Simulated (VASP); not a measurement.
# C in VASP: a series of runs

C is run at these levels: PBE; tasks: single point, relaxation of cell and atoms.

All numbers are computed with VASP 6.6.1; they aren't measurements. Logs are shortened: lines on timing, memory, paths and dates and some standing lists are left out, and cuts for length are marked.

### 1 The cell of the first run

Symmetry: Cmme, No. 67, orthorhombic system. The conventional cell has a = 4.548 Å, b = 5.381 Å, c = 3.018 Å, α = 90.00°, β = 90.00°, γ = 90.00°. Within 2.1 Å of C (site symmetry 222) lie 4 C at 1.55 Å. Within 2.1 Å of C (site symmetry m) lie 5 C at 1.55 to 2.10 Å.

### 2 Single point, PBE

Input file INCAR:

```
SYSTEM = C
  PREC = Accurate
  ENCUT = 520
  EDIFF = 1E-7
  ISMEAR = 0
  SIGMA = 0.1
  LREAL = .FALSE.
  LASPH = .TRUE.
  NELM = 100
  ALGO = Normal
  ISIF = 2
  LWAVE = .FALSE.
  LCHARG = .TRUE.
  GGA = PE
  LELF = .TRUE.
  LVHAR = .TRUE.
  NBANDS = 36
```

Input file KPOINTS:

```
Automatic mesh
0
G
  4 4 2
  0 0 0
```

Input file POSCAR:

```
C
1.0
    2.2740249575     -2.6906349877      0.0000000000
    2.2740249575      2.6906349877      0.0000000000
    0.0000000000      0.0000000000      6.0368075815
C
12
Direct
    0.2500000000      0.2500000000      0.0000000000
    0.2500000000      0.2500000000      0.5000000000
    0.7500000000      0.7500000000      0.0000000000
    0.7500000000      0.7500000000      0.5000000000
    0.6038119483      0.3961880517      0.3529333593
    0.6038119483      0.3961880517      0.8529333593
    0.1038119483      0.8961880517      0.1470666407
    0.1038119483      0.8961880517      0.6470666407
    0.3961880517      0.6038119483      0.1470666407
    0.3961880517      0.6038119483      0.6470666407
    0.8961880517      0.1038119483      0.3529333593
    0.8961880517      0.1038119483      0.8529333593
```

Potentials or basis: VASP PAW PBE potentials, release 64 (C).

On the command line:

```
$ cat potpaw_PBE.64/C/POTCAR > POTCAR
$ mpirun -np 1 vasp_std > vasp.out
```

OUTCAR:

```text
SYSTEM = C
   PREC = Accurate
   ENCUT = 520
   EDIFF = 1E-7
   ISMEAR = 0
   LREAL = .FALSE.
   LASPH = .TRUE.
   NELM = 100
   ISIF = 2
   GGA = PE

 ion  position               nearest neighbor table
   1  0.250  0.250  0.000-   6 1.55   7 1.55   9 1.55  12 1.55
   2  0.250  0.250  0.500-   5 1.55   8 1.55  10 1.55  11 1.55
   3  0.750  0.750  0.000-   6 1.55   7 1.55   9 1.55  12 1.55
   4  0.750  0.750  0.500-   5 1.55   8 1.55  10 1.55  11 1.55
   5  0.604  0.396  0.353-   2 1.55   4 1.55  11 1.57   9 1.67
   6  0.604  0.396  0.853-   1 1.55   3 1.55  12 1.57  10 1.67
   7  0.104  0.896  0.147-   1 1.55   3 1.55   9 1.57  11 1.67
   8  0.104  0.896  0.647-   2 1.55   4 1.55  10 1.57  12 1.67
   9  0.396  0.604  0.147-   1 1.55   3 1.55   7 1.57   5 1.67
  10  0.396  0.604  0.647-   2 1.55   4 1.55   8 1.57   6 1.67
  11  0.896  0.104  0.353-   2 1.55   4 1.55   5 1.57   7 1.67
  12  0.896  0.104  0.853-   1 1.55   3 1.55   6 1.57   8 1.67

  LATTYP: Found a base centered orthorhombic cell.
 ALAT       =     4.5480499150
 B/A-ratio  =     1.1832038073
 C/A-ratio  =     1.3273397817

  Lattice vectors:

 A1 = (   2.2740249575,  -2.6906349877,   0.0000000000)
 A2 = (   2.2740249575,   2.6906349877,   0.0000000000)
 A3 = (   0.0000000000,   0.0000000000,   6.0368075815)

Analysis of symmetry for initial positions (statically):
=====================================================================
 Subroutine PRICEL returns following result:

  LATTYP: Found a base centered orthorhombic cell.
 ALAT       =     4.5480499150
 B/A-ratio  =     1.1832038073
 C/A-ratio  =     0.6636698909

  Lattice vectors:

 A1 = (   2.2740249575,  -2.6906349877,   0.0000000000)
 A2 = (   2.2740249575,   2.6906349877,   0.0000000000)
 A3 = (   0.0000000000,   0.0000000000,   3.0184037907)

   2 primitive cells build up your supercell.

 Routine SETGRP: Setting up the symmetry group for a
 base centered orthorhombic supercell.

 Subroutine GETGRP returns: Found  8 space group operations
 (whereof  4 operations were pure point group operations)
 out of a pool of  8 trial point group operations.

The static configuration has the point symmetry C_2h.
 The point group associated with its full space group is D_2h.

Analysis of symmetry for dynamics (positions and initial velocities):
=====================================================================
 Subroutine PRICEL returns following result:

  LATTYP: Found a base centered orthorhombic cell.
 ALAT       =     4.5480499150
 B/A-ratio  =     1.1832038073
 C/A-ratio  =     0.6636698909

  Lattice vectors:

 A1 = (   2.2740249575,  -2.6906349877,   0.0000000000)
 A2 = (   2.2740249575,   2.6906349877,   0.0000000000)
 A3 = (   0.0000000000,   0.0000000000,   3.0184037907)

   2 primitive cells build up your supercell.

 Routine SETGRP: Setting up the symmetry group for a
 base centered orthorhombic supercell.

 Subroutine GETGRP returns: Found  8 space group operations
 (whereof  4 operations were pure point group operations)
 out of a pool of  8 trial point group operations.

The dynamic configuration has the point symmetry C_2h.
 The point group associated with its full space group is D_2h.

 Subroutine INISYM returns: Found  8 space group operations
 (whereof  4 operations are pure point group operations),
 and found     2 'primitive' translations

----------------------------------------------------------------------------------------

                                     Primitive cell

  volume of cell :      36.9366

  direct lattice vectors                    reciprocal lattice vectors
     2.274024957 -2.690634988  0.000000000     0.219874456 -0.185829740  0.000000000
     2.274024957  2.690634988  0.000000000     0.219874456  0.185829740  0.000000000
     0.000000000  0.000000000  3.018403791     0.000000000  0.000000000  0.331300936

  length of vectors
     3.522883215  3.522883215  3.018403791     0.287884471  0.287884471  0.331300936

  position of ions in fractional coordinates (direct lattice)
     0.250000000  0.250000000  0.000000000
     0.750000000  0.750000000  0.000000000
     0.603811948  0.396188052  0.705866719
     0.103811948  0.896188052  0.294133281
     0.396188052  0.603811948  0.294133281
     0.896188052  0.103811948  0.705866719

  ion indices of the primitive-cell ions
   primitive index   ion index
                 1           1
                 2           3
                 3           6
                 4           7
                 5           9
                 6          12

----------------------------------------------------------------------------------------

 KPOINTS: Automatic mesh

Automatic generation of k-mesh.
 Grid dimensions read from file:
 generate k-points for:    4    4    2

 Generating k-lattice:

  Cartesian coordinates                     Fractional coordinates (reciprocal lattice)
     0.054968614 -0.046457435  0.000000000     0.250000000  0.000000000  0.000000000
     0.054968614  0.046457435  0.000000000     0.000000000  0.250000000  0.000000000
     0.000000000  0.000000000  0.082825234     0.000000000  0.000000000  0.500000000

  Length of vectors
     0.071971118  0.071971118  0.082825234

  Shift w.r.t. Gamma in fractional coordinates (k-lattice)
     0.000000000  0.000000000  0.000000000

 Subroutine IBZKPT returns following result:
 ===========================================

 Found     14 irreducible k-points:

 Following reciprocal coordinates:
            Coordinates               Weight
  0.000000  0.000000  0.000000      1.000000
  0.250000 -0.000000  0.000000      4.000000
  0.500000 -0.000000  0.000000      2.000000
  0.250000  0.250000  0.000000      2.000000
  0.500000  0.250000  0.000000      4.000000
 -0.250000  0.250000  0.000000      2.000000
  0.500000  0.500000  0.000000      1.000000
  0.000000  0.000000  0.500000      1.000000
  0.250000 -0.000000  0.500000      4.000000
  0.500000 -0.000000  0.500000      2.000000
  0.250000  0.250000  0.500000      2.000000
  0.500000  0.250000  0.500000      4.000000
 -0.250000  0.250000  0.500000      2.000000
  0.500000  0.500000  0.500000      1.000000
   k-points           NKPTS =     14   k-points in BZ     NKDIM =     14   number of bands    NBANDS=     36
   number of dos      NEDOS =    301   number of ions     NIONS =     12
   total plane-waves  NPLWV =  37632
   dimension x,y,z NGX =    28 NGY =   28 NGZ =   48
   dimension x,y,z NGXF=    56 NGYF=   56 NGZF=   96
   ions per type =              12
   NGX,Y,Z   is equivalent  to a cutoff of  13.21, 13.21, 13.22 a.u.
   NGXF,Y,Z  is equivalent  to a cutoff of  26.43, 26.43, 26.44 a.u.
 SYSTEM =  C
   PREC   = accura    normal or accurate (medium, high low for compatibility)
   ISTART =      0    job   : 0-new  1-cont  2-samecut
   ICHARG =      2    charge: 1-file 2-atom 10-const
   ISPIN  =      1    spin polarized calculation?
   LNONCOLLINEAR =      F non collinear calculations
   LSORBIT =      F    spin-orbit coupling
   LASPH  =      T    aspherical Exc in radial PAW
   ENCUT  =  520.0 eV  38.22 Ry    6.18 a.u.   6.55  6.55 11.22*2*pi/ulx,y,z
   NELM   =    100;   NELMIN=  2; NELMDL= -5     # of ELM steps
   EDIFF  = 0.1E-06   stopping-criterion for ELM
   LREAL  =      F    real-space projection
   EDIFFG = 0.1E-05   stopping-criterion for IOM
   NSW    =      0    number of steps for IOM
   IBRION =     -1    ionic relax: 0-MD 1-quasi-New 2-CG
   NFREE  =      0    steps in history (QN), initial steepest desc. (CG)
   ISIF   =      2    stress and relaxation
   ISYM   =      2    0-nonsym 1-usesym 2-fastsym
   POTIM  = 0.5000    time-step for ionic-motion
   TEBEG  =    0.0;   TEEND  =   0.0 temperature during run
   PSTRESS=    0.0 pullay stress
   NELECT =      48.0000    total number of electrons
   NUPDOWN=      -1.0000    fix difference up-down
   EMIN   =  10.00;   EMAX   =-10.00  energy-range for DOS
   EFERMI =   0.00;   METHOD = LEGACY
   ISMEAR =     0;   SIGMA  =   0.10  broadening in eV -4-tet -1-fermi 0-gaus
   EFERMI_NEDOS =   21; number of points for ismear=-14 and -15
   IALGO  =     38    algorithm
   IMIX   =      4    mixing-type and parameters
     AMIX     =   0.40;   BMIX     =  1.00
     AMIX_MAG =   1.60;   BMIX_MAG =  1.00
  volume/ion in A,a.u.               =       6.16        41.54
  Fermi-wavevector in a.u.,A,eV,Ry     =   1.417945  2.679528 27.355448  2.010569
  Thomas-Fermi vector in A             =   2.539122
   LORBIT       =      0    0 simple, 1 ext, 2 COOP (PROOUT), +10 PAW based schemes
   GGA     = PE    functional components
   LHFCALC =     F    Hartree Fock is set to
   AEXX    =    0.0000 exact exchange contribution
   IVDW    =     0    specifies the selected vdW correction
   LEPSILON=     F    determine dielectric tensor
   LRPA    =     F    only Hartree local field effects (RPA)
 non-spin polarized calculation
 Gauss-broadening in eV      SIGMA  =   0.10
  energy-cutoff  :      520.00
  volume of cell :       73.87
 maximum number of plane-waves:      2022
 NGX is ok and might be reduce to    28
   NGX = 13   NGY = 13   NGZ = 23

 number of electron      48.0000007 magnetization

 Free energy of the ion-electron system (eV)
  ---------------------------------------------------
  ext. energy  EPLUGINS =         0.00000000
  ---------------------------------------------------
  free energy    TOTEN  =       -99.34773793 eV

  energy without entropy =      -99.34773793  energy(sigma->0) =      -99.34773793

 E-fermi :  10.2032     XC(G=0): -12.7808

 val. band max:        9.7562767085   @ k =   0.5000   0.5000   0.0000
 cond. band min:      10.9034604711   @ k =   0.5000   0.5000   0.0000
 fundamental gap:      1.1471837626
 Fermi energy:        10.2031915146

 k-point     1 :       0.0000    0.0000    0.0000
  band No.  band energies     occupation
      1     -12.3922      2.00000
      2     -10.1084      2.00000
      3      -8.1351      2.00000
      4      -5.8123      2.00000
      5      -4.0828      2.00000
      6      -3.3633      2.00000
[... 535 lines left out ...]
     35      18.2263      0.00000
     36      18.2263      0.00000

------------------------ aborting loop because EDIFF is reached ----------------------------------------

  FORCE on cell =-STRESS in cart. coord.  units (eV):
  Direction    XX          YY          ZZ          XY          YZ          ZX
  --------------------------------------------------------------------------------------
  -------------------------------------------------------------------------------------
  Total        0.3199639      0.1110609      0.3981389      0.0000000      0.0000000      0.0000000
  in kB        6.9394373      2.4087103      8.6349112      0.0000000      0.0000000      0.0000000
  external PRESSURE =       5.9943529 kB  Pullay stress =       0.0000000 kB

 VOLUME and BASIS-vectors are now :
 -----------------------------------------------------------------------------
  energy-cutoff  :      520.00
  volume of cell :       73.87
      direct lattice vectors                 reciprocal lattice vectors
     2.274024957 -2.690634988  0.000000000     0.219874456 -0.185829740  0.000000000
     2.274024957  2.690634988  0.000000000     0.219874456  0.185829740  0.000000000
     0.000000000  0.000000000  6.036807581     0.000000000  0.000000000  0.165650468

 POSITION                                       TOTAL-FORCE (eV/Angst)
 -----------------------------------------------------------------------------------
      1.13701      0.00000      0.00000         0.000000      0.000000      0.000000
      1.13701      0.00000      3.01840         0.000000      0.000000      0.000000
      3.41104      0.00000      0.00000         0.000000      0.000000      0.000000
      3.41104      0.00000      3.01840         0.000000      0.000000      0.000000
      2.27402     -0.55864      2.13059         0.000000     -0.000736     -0.038319
      2.27402     -0.55864      5.14899         0.000000     -0.000736     -0.038319
      2.27402      2.13199      0.88781         0.000000     -0.000736      0.038319
      2.27402      2.13199      3.90622         0.000000     -0.000736      0.038319
      2.27402      0.55864      0.88781         0.000000      0.000736      0.038319
      2.27402      0.55864      3.90622         0.000000      0.000736      0.038319
      2.27402     -2.13199      2.13059         0.000000      0.000736     -0.038319
      2.27402     -2.13199      5.14899         0.000000      0.000736     -0.038319
 -----------------------------------------------------------------------------------
    total drift:                               -0.000000     -0.000000      0.000000

  FREE ENERGIE OF THE ION-ELECTRON SYSTEM (eV)
  ---------------------------------------------------
  free  energy   TOTEN  =       -99.3477379258 eV

  energy  without entropy=      -99.3477379258  energy(sigma->0) =      -99.34773793
```

Wall time 35 s (1 thread of Intel Xeon Platinum 8375C at 2.90GHz (Ice Lake), shared host); peak memory 0.18 GiB.

Results:

```
Free energy            : -99.3477 eV
Pressure               : 0.6 GPa
Largest force          : 0.038 eV/Å
Band gap on the k mesh : 1.15 eV
```

Forces on the atoms (eV/Å):
```
C    0.000  0.000  0.000
C    0.000  0.000  0.000
C    0.000  0.000  0.000
C    0.000  0.000  0.000
C    0.000 -0.001 -0.038
C    0.000 -0.001 -0.038
C    0.000 -0.001  0.038
C    0.000 -0.001  0.038
C    0.000  0.001  0.038
C    0.000  0.001  0.038
C    0.000  0.001 -0.038
C    0.000  0.001 -0.038
```

Stress tensor (GPa, compression positive):
```
0.69 0.00 0.00
0.00 0.24 0.00
0.00 0.00 0.86
```

Levels at points of the mesh, in eV from the valence-band top:
| k point | band 21 | band 22 | band 23 | band 24 | band 25 | band 26 | band 27 | band 28 |
| --- | --- | --- | --- | --- | --- | --- | --- | --- |
| (0.00, 0.00, 0.00) | -5.02 | -4.69 | -4.15 | -2.50 | 1.86 | 2.54 | 2.70 | 3.08 |
| (0.50, 0.00, 0.00) | -4.35 | -4.35 | -2.89 | -2.89 | 4.04 | 4.04 | 4.21 | 4.21 |
| (0.50, 0.50, 0.00) | -2.33 | -1.99 | -1.84 | 0.00 | 1.15 | 3.49 | 3.60 | 4.87 |
| (0.00, 0.00, 0.50) | -4.58 | -4.58 | -3.84 | -3.84 | 2.37 | 2.37 | 3.69 | 3.69 |
| (0.50, 0.00, 0.50) | -3.69 | -3.69 | -3.69 | -3.69 | 3.86 | 3.86 | 3.86 | 3.86 |
| (0.50, 0.50, 0.50) | -2.35 | -2.35 | -2.14 | -2.14 | 4.27 | 4.27 | 4.78 | 4.78 |

Caveat: the k points lie up to 0.52 Å⁻¹ apart. A k mesh can miss the band edges.

(Part 1 of 3 ends here.)
